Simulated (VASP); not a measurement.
Runs of VASP 6.6.1 on BaTe. The structure is that of space group Fm-3m (No. 225), or close to it. The cells are those of the table. 

```tsv
level	potentials or basis	cell	k mesh	grid for exact exchange (PRECFOCK)	share of exact exchange	gap on the mesh (eV)	pressure (GPa)
PBEsol	VASP PAW PBE potentials, release 64 (Ba_sv, Te)	a = 4.917 Å, angles 60.0°, 2 atoms	7 × 7 × 7	-	-	(b)	0.2
PBE0	VASP PAW PBE potentials, release 64 (Ba_sv, Te)	a = 4.886 Å, angles 60.0°, 2 atoms	4 × 4 × 4	Normal	0.25	2.82	2.2
PBE0	VASP PAW PBE potentials, release 64 (Ba_sv, Te)	a = 4.822 Å, angles 60.0°, 2 atoms	4 × 4 × 4	Normal	0.25	2.72	3.9
PBE0	VASP PAW PBE potentials, release 64 (Ba_sv, Te)	a = 4.790 Å, angles 60.0°, 2 atoms	4 × 4 × 4	Normal	0.25	2.66	4.9
PBE0	VASP PAW PBE potentials, release 64 (Ba_sv, Te)	a = 4.757 Å, angles 60.0°, 2 atoms	4 × 4 × 4	Normal	0.25	2.60	6.0
LDA	VASP PAW LDA potentials, release 64 (Ba_sv, Te)	a = 4.917 Å, angles 60.0°, 2 atoms	7 × 7 × 7	-	-	1.40	-0.8
PBE0	VASP PAW PBE potentials, release 64 (Ba_sv, Te)	a = 4.724 Å, angles 60.0°, 2 atoms	4 × 4 × 4	Normal	0.25	2.53	7.2
PBE0	VASP PAW PBE potentials, release 64 (Ba_sv, Te)	a = 4.917 Å, angles 60.0°, 2 atoms	4 × 4 × 4	Normal	0.25	2.87	1.5
PBE0	VASP PAW PBE potentials, release 64 (Ba_sv, Te)	a = 4.854 Å, angles 60.0°, 2 atoms	4 × 4 × 4	Normal	0.25	(c)	3.0
PBEsol	VASP PAW PBE potentials, release 64 (Ba_sv, Te)	a = 4.757 Å, angles 60.0°, 2 atoms	7 × 7 × 7	-	-	1.18	(a)
```

Alike in all rows: no spin polarisation; cutoff (eV) 520; smearing fermi-dirac 0.05 eV.

Fill in the values left out.

(a) 4.2; (b) 1.43; (c) 2.77.

Caveats: spin-orbit coupling is left out, which moves the levels of the heavy elements; the PAW data sets were made with another functional, which shifts forces and pressure a little (at least some runs); the cell stands under pressure (at least some runs); an odd mesh through Γ misses points on the zone boundary, where band edges can lie (at least some runs).

A k mesh can miss the band edges, and the runs leave out spin-orbit coupling on Ba, Te.
